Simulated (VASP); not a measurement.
# Ni (Fm-3m) in VASP: notebook

The runs below take Ni through single point, with revPBE, PBE0, PBEsol-based global hybrid with 25 % exact exchange, HF, HSE06.

Everything below comes from runs of VASP 6.6.1. Logs are shortened: lines on timing, memory, paths and dates and some standing lists are left out, and cuts for length are marked.

### 1 The cell of the first run

Symmetry: Fm-3m, No. 225, cubic system. The conventional cell has a = 3.475 Å, b = 3.475 Å, c = 3.475 Å, α = 90.00°, β = 90.00°, γ = 90.00°. Within 3.2 Å of Ni (site symmetry m-3m) lie 12 Ni at 2.46 Å.

### 2 Single point, revPBE, non-collinear spin, typed start

The input, INCAR:

```
  ALGO = Fast
  EDIFF = 1E-6
  ENCUT = 520
  GGA = RE
  ISIF = 2
  ISMEAR = 0
  LASPH = True
  LCHARG = False
  LMAXMIX = 4
  LNONCOLLINEAR = True
  LORBIT = 11
  LREAL = False
  LWAVE = False
  MAGMOM = 0.577 0.577 0.577
  NBANDS = 21
  NELM = 150
  PREC = Accurate
  SIGMA = 0.025
```

The input, KPOINTS:

```
k-points
0
Gamma
  16 16 16
```

The input, POSCAR:

```
Ni
1.0
    0.0000000000      1.7375729330      1.7375729330
    1.7375729330      0.0000000000      1.7375729330
    1.7375729330      1.7375729330      0.0000000000
Ni
1
Direct
    0.0000000000      0.0000000000      0.0000000000
```

Potentials or basis: VASP PAW PBE potentials, release 64 (Ni).

Launch:

```sh
> cat potpaw_PBE.64/Ni/POTCAR > POTCAR
> mpirun -np 1 vasp_ncl > vasp.out
```

OUTCAR:

```text
EDIFF = 1E-6
   ENCUT = 520
   GGA = RE
   ISIF = 2
   ISMEAR = 0
   LASPH = True
   LNONCOLLINEAR = True
   LORBIT = 11
   LREAL = False
   NELM = 150
   PREC = Accurate

 ion  position               nearest neighbor table
   1  0.000  0.000  0.000-

  LATTYP: Found a face centered cubic cell.
 ALAT       =     3.4751458660

  Lattice vectors:

 A1 = (   0.0000000000,   1.7375729330,   1.7375729330)
 A2 = (   1.7375729330,   0.0000000000,   1.7375729330)
 A3 = (   1.7375729330,   1.7375729330,   0.0000000000)

Analysis of symmetry for initial positions (statically):
=====================================================================
 Subroutine PRICEL returns:
 Original cell was already a primitive cell.

 Routine SETGRP: Setting up the symmetry group for a
 face centered cubic supercell.

 Subroutine GETGRP returns: Found 48 space group operations
 (whereof 48 operations were pure point group operations)
 out of a pool of 48 trial point group operations.

The static configuration has the point symmetry O_h .

Analysis of symmetry for dynamics (positions and initial velocities):
=====================================================================
 Subroutine PRICEL returns:
 Original cell was already a primitive cell.

 Routine SETGRP: Setting up the symmetry group for a
 face centered cubic supercell.

 Subroutine GETGRP returns: Found 48 space group operations
 (whereof 48 operations were pure point group operations)
 out of a pool of 48 trial point group operations.

The dynamic configuration has the point symmetry O_h .

Analysis of structural, dynamic, and magnetic symmetry:
=====================================================================
 Subroutine PRICEL returns:
 Original cell was already a primitive cell.

 Routine SETGRP: Setting up the symmetry group for a
 face centered cubic supercell.

 Subroutine GETGRP returns: Found  6 space group operations
 (whereof  6 operations were pure point group operations)
 out of a pool of 48 trial point group operations.

The overall configuration has the point symmetry S_6 .

 Subroutine INISYM returns: Found  6 space group operations
 (whereof  6 operations are pure point group operations),
 and found     1 'primitive' translations

----------------------------------------------------------------------------------------

                                     Primitive cell

  volume of cell :      10.4920

  direct lattice vectors                    reciprocal lattice vectors
     0.000000000  1.737572933  1.737572933    -0.287757705  0.287757705  0.287757705
     1.737572933  0.000000000  1.737572933     0.287757705 -0.287757705  0.287757705
     1.737572933  1.737572933  0.000000000     0.287757705  0.287757705 -0.287757705

  length of vectors
     2.457299207  2.457299207  2.457299207     0.498410966  0.498410966  0.498410966

  position of ions in fractional coordinates (direct lattice)
     0.000000000  0.000000000  0.000000000

  ion indices of the primitive-cell ions
   primitive index   ion index
                 1           1

----------------------------------------------------------------------------------------

 KPOINTS: k-points

Automatic generation of k-mesh.
 Grid dimensions read from file:
 generate k-points for:   16   16   16

 Generating k-lattice:

  Cartesian coordinates                     Fractional coordinates (reciprocal lattice)
    -0.017984857  0.017984857  0.017984857     0.062500000  0.000000000  0.000000000
     0.017984857 -0.017984857  0.017984857     0.000000000  0.062500000  0.000000000
     0.017984857  0.017984857 -0.017984857     0.000000000  0.000000000  0.062500000

  Length of vectors
     0.031150685  0.031150685  0.031150685

  Shift w.r.t. Gamma in fractional coordinates (k-lattice)
     0.000000000  0.000000000  0.000000000

 Subroutine IBZKPT returns following result:
 ===========================================

 Found    690 irreducible k-points:

 Following reciprocal coordinates:
            Coordinates               Weight
  0.000000  0.000000  0.000000      1.000000
  0.062500  0.000000  0.000000      6.000000
  0.062500  0.062500  0.062500      2.000000
  0.125000  0.000000  0.000000      6.000000
  0.125000  0.125000  0.125000      2.000000
  0.187500  0.000000  0.000000      6.000000
[... 16 lines left out ...]
  0.187500  0.062500  0.000000      6.000000
  0.062500  0.062500 -0.125000      6.000000
 [... further k-points ...]
   k-points           NKPTS =    690   k-points in BZ     NKDIM =    690   number of bands    NBANDS=     21
   number of dos      NEDOS =    301   number of ions     NIONS =      1
   total plane-waves  NPLWV =   5832
   dimension x,y,z NGX =    18 NGY =   18 NGZ =   18
   dimension x,y,z NGXF=    36 NGYF=   36 NGZF=   36
   ions per type =               1
   NGX,Y,Z   is equivalent  to a cutoff of  12.18, 12.18, 12.18 a.u.
   NGXF,Y,Z  is equivalent  to a cutoff of  24.36, 24.36, 24.36 a.u.
 SYSTEM =  unknown system
   PREC   = accura    normal or accurate (medium, high low for compatibility)
   ISTART =      0    job   : 0-new  1-cont  2-samecut
   ICHARG =      2    charge: 1-file 2-atom 10-const
   ISPIN  =      1    spin polarized calculation?
   LNONCOLLINEAR =      T non collinear calculations
   LSORBIT =      F    spin-orbit coupling
   LASPH  =      T    aspherical Exc in radial PAW
   ENCUT  =  520.0 eV  38.22 Ry    6.18 a.u.   4.57  4.57  4.57*2*pi/ulx,y,z
   NELM   =    150;   NELMIN=  2; NELMDL= -5     # of ELM steps
   EDIFF  = 0.1E-05   stopping-criterion for ELM
   LREAL  =      F    real-space projection
   EDIFFG = 0.1E-04   stopping-criterion for IOM
   NSW    =      0    number of steps for IOM
[... 5 lines left out ...]
   TEBEG  =    0.0;   TEEND  =   0.0 temperature during run
   PSTRESS=    0.0 pullay stress
   NELECT =      10.0000    total number of electrons
   NUPDOWN=      -1.0000    fix difference up-down
   EMIN   =  10.00;   EMAX   =-10.00  energy-range for DOS
   EFERMI =   0.00;   METHOD = LEGACY
   ISMEAR =     0;   SIGMA  =   0.03  broadening in eV -4-tet -1-fermi 0-gaus
   EFERMI_NEDOS =   21; number of points for ismear=-14 and -15
   IALGO  =     68    algorithm
   IMIX   =      4    mixing-type and parameters
     AMIX     =   0.40;   BMIX     =  1.00
     AMIX_MAG =   1.60;   BMIX_MAG =  1.00
  volume/ion in A,a.u.               =      10.49        70.80
  Fermi-wavevector in a.u.,A,eV,Ry     =   1.611097  3.044533 35.315755  2.595635
  Thomas-Fermi vector in A             =   2.706542
   LORBIT       =     11    0 simple, 1 ext, 2 COOP (PROOUT), +10 PAW based schemes
   GGA     = RE    functional components
   LHFCALC =     F    Hartree Fock is set to
   AEXX    =    0.0000 exact exchange contribution
   IVDW    =     0    specifies the selected vdW correction
   LEPSILON=     F    determine dielectric tensor
   LRPA    =     F    only Hartree local field effects (RPA)
 RMM-DIIS sequential band-by-band and
 Gauss-broadening in eV      SIGMA  =   0.03
  energy-cutoff  :      520.00
  volume of cell :       10.49
 maximum number of plane-waves:       590
   NGX =  9   NGY =  9   NGZ =  9

 number of electron      10.0000000 magnetization       0.5770000      0.5770000      0.5770000

 number of electron       9.9999998 magnetization       0.3425679      0.3425679      0.3425679

 Free energy of the ion-electron system (eV)
  ---------------------------------------------------
  ext. energy  EPLUGINS =         0.00000000
  ---------------------------------------------------
  free energy    TOTEN  =        -5.04043644 eV

  energy without entropy =       -5.03987462  energy(sigma->0) =       -5.04015553

 E-fermi :  10.0229     XC(G=0): -13.3819

 val. band max:       10.0215402720   @ k =   0.3750   0.1250   0.3750
 cond. band min:      10.0237691553   @ k =   0.1250  -0.4375  -0.0625
 fundamental gap:      0.0022288833
 Fermi energy:        10.0228537863

 k-point     1 :       0.0000    0.0000    0.0000
  band No.  band energies     occupation
      1       0.7000      1.00000
      2       0.7566      1.00000
      3       7.4899      1.00000
      4       7.4899      1.00000
      5       7.4930      1.00000
      6       8.2253      1.00000
[... 13 lines left out ...]
     20      38.2118      0.00000
     21      41.2722      0.00000

 k-point     2 :       0.0625    0.0000    0.0000
  band No.  band energies     occupation
      1       0.8572      1.00000
      2       0.9137      1.00000
      3       7.4484      1.00000
      4       7.5257      1.00000
      5       7.5284      1.00000
      6       8.1804      1.00000
[... 13 lines left out ...]
     20      37.8634      0.00000
     21      41.8005      0.00000

 k-point     3 :       0.0625    0.0625    0.0625
  band No.  band energies     occupation
      1       0.8573      1.00000
      2       0.9136      1.00000
      3       7.4512      1.00000
      4       7.5257      1.00000
      5       7.5257      1.00000
      6       8.1780      1.00000
[... 13 lines left out ...]
     20      37.8625      0.00000
     21      41.7899      0.00000
[... 457 lines left out ...]
 k-point    23 :       0.1875    0.0625    0.0000
  band No.  band energies     occupation
      1       1.9184      1.00000
      2       1.9702      1.00000
      3       7.1792      1.00000
      4       7.7257      1.00000
      5       7.7373      1.00000
      6       7.8756      1.00000
[... 13 lines left out ...]
     20      38.6520      0.00000
     21      40.3791      0.00000

 k-point    24 :       0.0625    0.0625   -0.1250
  band No.  band energies     occupation
      1       1.9184      1.00000
      2       1.9703      1.00000
      3       7.1785      1.00000
      4       7.7283      1.00000
      5       7.7352      1.00000
      6       7.8763      1.00000
[... 13 lines left out ...]
     20      38.6520      0.00000
     21      40.3780      0.00000

 [... further k-points ...]

------------------------ aborting loop because EDIFF is reached ----------------------------------------

  FORCE on cell =-STRESS in cart. coord.  units (eV):
  Direction    XX          YY          ZZ          XY          YZ          ZX
  --------------------------------------------------------------------------------------
  -------------------------------------------------------------------------------------
  Total        0.7848507      0.7848507      0.7848507      0.0001252      0.0001252      0.0001252
  in kB      119.8501225    119.8501225    119.8501225      0.0191248      0.0191248      0.0191248
  external PRESSURE =     119.8501225 kB  Pullay stress =       0.0000000 kB

 VOLUME and BASIS-vectors are now :
 -----------------------------------------------------------------------------
  energy-cutoff  :      520.00
  volume of cell :       10.49
      direct lattice vectors                 reciprocal lattice vectors
     0.000000000  1.737572933  1.737572933    -0.287757705  0.287757705  0.287757705
     1.737572933  0.000000000  1.737572933     0.287757705 -0.287757705  0.287757705
     1.737572933  1.737572933  0.000000000     0.287757705  0.287757705 -0.287757705

 POSITION                                       TOTAL-FORCE (eV/Angst)
 -----------------------------------------------------------------------------------
      0.00000      0.00000      0.00000        -0.000000     -0.000000     -0.000000
 -----------------------------------------------------------------------------------
    total drift:                               -0.000000     -0.000000      0.000000

  FREE ENERGIE OF THE ION-ELECTRON SYSTEM (eV)
  ---------------------------------------------------
  free  energy   TOTEN  =        -5.0404364380 eV

  energy  without entropy=       -5.0398746247  energy(sigma->0) =       -5.04015553

 total charge

# of ion       s       p       d       tot
------------------------------------------
    1        0.511   0.530   8.331   9.372

 magnetization (x)

# of ion       s       p       d       tot
------------------------------------------
    1       -0.004  -0.015   0.367   0.348

 magnetization (y)

# of ion       s       p       d       tot
------------------------------------------
    1       -0.004  -0.015   0.367   0.348

 magnetization (z)

# of ion       s       p       d       tot
------------------------------------------
    1       -0.004  -0.015   0.367   0.348
```

Wall time 21 min (1 thread of Intel Xeon 8259CL, shared host); peak memory 0.33 GiB.

What came out:

```yaml
Free_energy: -5.0404 eV
Pressure: 12.0 GPa
Band_gap_on_the_k_mesh: zero (bands 10 and 11 overlap by 1.48 eV)
Net_moment: 0.59 μB per cell
Valence_electrons_inside_the_program's_atomic_spheres: Ni 9.37
```

Levels at points of the mesh, in eV from the Fermi level:
| k point | band 6 | band 7 | band 8 | band 9 | band 10 | band 11 | band 12 | band 13 | band 14 | band 15 |
| --- | --- | --- | --- | --- | --- | --- | --- | --- | --- | --- |
| (0.00, 0.00, 0.00) | -1.80 | -1.79 | -1.79 | -1.29 | -1.29 | -0.74 | -0.74 | 23.81 | 23.98 | 28.14 |
| (0.50, 0.00, 0.00) | -1.93 | -0.60 | -0.60 | -0.45 | -0.37 | 0.13 | 0.13 | 5.93 | 6.34 | 22.30 |
| (0.50, 0.50, 0.50) | -1.93 | -0.60 | -0.60 | -0.46 | -0.37 | 0.13 | 0.13 | 5.93 | 6.34 | 22.30 |
| (0.50, 0.50, 0.00) | -0.46 | -0.46 | 0.03 | 0.39 | 0.39 | 2.41 | 2.47 | 9.55 | 9.77 | 15.17 |

Moments on the atoms (μB; x, y, z):
```
Ni  0.35 0.35 0.35
```

Caveat: the cell stands under pressure; the PAW data sets were made with another functional, which shifts forces and pressure a little.

### 3 Single point, PBE0, collinear spin, ferromagnetic start

This run uses another cell than the first one, of 10.91 Å³/atom.

The input, POSCAR:

```
Ni
1.0
    0.0000000000      1.7604383569      1.7604383569
    1.7604383569      0.0000000000      1.7604383569
    1.7604383569      1.7604383569      0.0000000000
Ni
1
Direct
    0.0000000000      0.0000000000      0.0000000000
```

The input, INCAR.step1:

```
SYSTEM = Ni
ALGO = Normal
EDIFF = 1E-5
ENCUT = 520
GGA = PE
ISIF = 2
ISMEAR = -1
ISPIN = 2
LASPH = .TRUE.
LMAXMIX = 4
LORBIT = 11
LREAL = .FALSE.
LWAVE = .TRUE.
MAGMOM = 1
NBANDS = 15
NELM = 150
PREC = Accurate
SIGMA = 0.05
```

The input, INCAR.step2:

```
SYSTEM = Ni
AEXX = 0.25
ALGO = Normal
EDIFF = 1E-7
ENCUT = 520
GGA = PE
ISIF = 2
ISMEAR = -1
ISPIN = 2
ISTART = 1
LASPH = .TRUE.
LCHARG = .TRUE.
LELF = .TRUE.
LHFCALC = .TRUE.
LMAXMIX = 4
LORBIT = 11
LREAL = .FALSE.
LVHAR = .TRUE.
LWAVE = .FALSE.
MAGMOM = 1
NBANDS = 15
NELM = 150
PREC = Accurate
PRECFOCK = Normal
SIGMA = 0.05
```

The input, KPOINTS:

```
k-points
0
G
  8 8 8
  0 0 0
```

Potentials or basis: VASP PAW PBE potentials, release 64 (Ni).

Launch:

```sh
> cat potpaw_PBE.64/Ni/POTCAR > POTCAR
> cp INCAR.step1 INCAR
> mpirun -np 1 vasp_std > vasp.out
> cp INCAR.step2 INCAR
> mpirun -np 1 vasp_std > vasp.out
```

Wall time 53 min (1 thread of Intel Xeon Platinum 8259CL at 2.50GHz (Skylake/Cascade Lake), shared host); peak memory 0.15 GiB.

Results (log left out):

- Free energy: -6.8871 eV
- Pressure: -4.7 GPa
- Net moment: 0.70 μB per cell
- Site moments: Ni +0.74 μB
- Valence electrons inside the program's atomic spheres: Ni 9.35

Levels at points of the mesh, in eV from the Fermi level:
Spin up:
```tsv
k point	band 1	band 2	band 3	band 4	band 5	band 6	band 7	band 8	band 9	band 10
(0.00, 0.00, 0.00)	-10.45	-4.96	-4.96	-4.96	-3.59	-3.59	25.36	29.37	29.37	29.37
(0.50, 0.00, 0.00)	-7.09	-4.86	-4.86	-2.84	-2.84	-0.46	6.49	23.71	26.55	26.55
(0.50, 0.50, 0.00)	-6.94	-6.73	-2.82	-2.82	-2.81	3.26	10.37	16.37	16.37	21.33
```
Spin down:
| k point | band 2 | band 3 | band 4 | band 5 | band 6 | band 7 | band 8 | band 9 |
| --- | --- | --- | --- | --- | --- | --- | --- | --- |
| (0.00, 0.00, 0.00) | -2.72 | -2.72 | -2.57 | -2.57 | -2.57 | 24.69 | 29.13 | 29.13 |
| (0.50, 0.00, 0.00) | -3.62 | -3.62 | -1.14 | 0.38 | 0.38 | 7.56 | 23.22 | 26.43 |
| (0.50, 0.50, 0.00) | -4.87 | -1.87 | 1.31 | 1.31 | 2.52 | 10.53 | 16.10 | 16.10 |

Caveat: the k points lie up to 0.39 Å⁻¹ apart; the PAW data sets were made with another functional, which shifts forces and pressure a little.

### 4 Single point, PBEsol-based global hybrid with 25 % exact exchange, collinear spin, ferromagnetic start

The input, POSCAR:

```
Ni
1.0
    0.0000000000      1.7375729330      1.7375729330
    1.7375729330      0.0000000000      1.7375729330
    1.7375729330      1.7375729330      0.0000000000
Ni
1
Direct
    0.0000000000      0.0000000000      0.0000000000
```

The input, INCAR.step1:

```
SYSTEM = Ni
PREC = Accurate ; ENCUT = 520
EDIFF = 1E-5 ; ISMEAR = -1
SIGMA = 0.05 ; LREAL = .False.
LASPH = .True. ; NELM = 150
ALGO = Normal ; ISIF = 2
LWAVE = .True. ; LCHARG = .False.
ISPIN = 2 ; MAGMOM = 1
LORBIT = 11 ; LMAXMIX = 4
NBANDS = 15 ; GGA = PE
```

The input, INCAR.step2:

```
SYSTEM = Ni
PREC = Accurate ; ENCUT = 520
EDIFF = 1E-6 ; ISMEAR = -1
SIGMA = 0.05 ; LREAL = .False.
LASPH = .True. ; NELM = 150
ALGO = Normal ; ISIF = 2
LWAVE = .False. ; LCHARG = .False.
ISPIN = 2 ; MAGMOM = 1
LORBIT = 11 ; LMAXMIX = 4
GGA = PS ; LHFCALC = .True.
AEXX = 0.25 ; PRECFOCK = Normal
NBANDS = 15 ; ISTART = 1
```

The input, KPOINTS:

```
regular mesh
0
Gamma
  7 7 7
  0 0 0
```

Launch:

```sh
> cat potpaw_PBE.64/Ni/POTCAR > POTCAR
> cp INCAR.step1 INCAR
> mpirun -np 1 vasp_std > vasp.out
> cp INCAR.step2 INCAR
> mpirun -np 1 vasp_std > vasp.out
```

Wall time 17 min (1 thread of Intel Xeon Platinum 8488C (Sapphire Rapids), shared host); peak memory 0.13 GiB.

It converged, with:

- Free energy: -7.4156 eV
- Pressure: -2.6 GPa
- Net moment: 0.85 μB per cell
- Site moments: Ni +0.87 μB
- Valence electrons inside the program's atomic spheres: Ni 9.42

Levels at points of the mesh, in eV from the Fermi level:
Spin up:
```
           k point  band 3  band 4  band 5  band 6  band 7  band 8  band 9  band 10
(0.00, 0.00, 0.00)   -5.24   -5.24   -3.79   -3.79   25.69   29.99   29.99    29.99
```
Spin down:
```tsv
k point	band 2	band 3	band 4	band 5	band 6	band 7	band 8	band 9
(0.00, 0.00, 0.00)	-2.71	-2.71	-2.64	-2.64	-2.64	25.17	29.83	29.83
```

Caveat: the k points lie up to 0.45 Å⁻¹ apart; the PAW data sets were made with another functional, which shifts forces and pressure a little.

[end of part 1 of 2]

The gap in the log of VASP goes by the Fermi energy; the results here count the filled bands.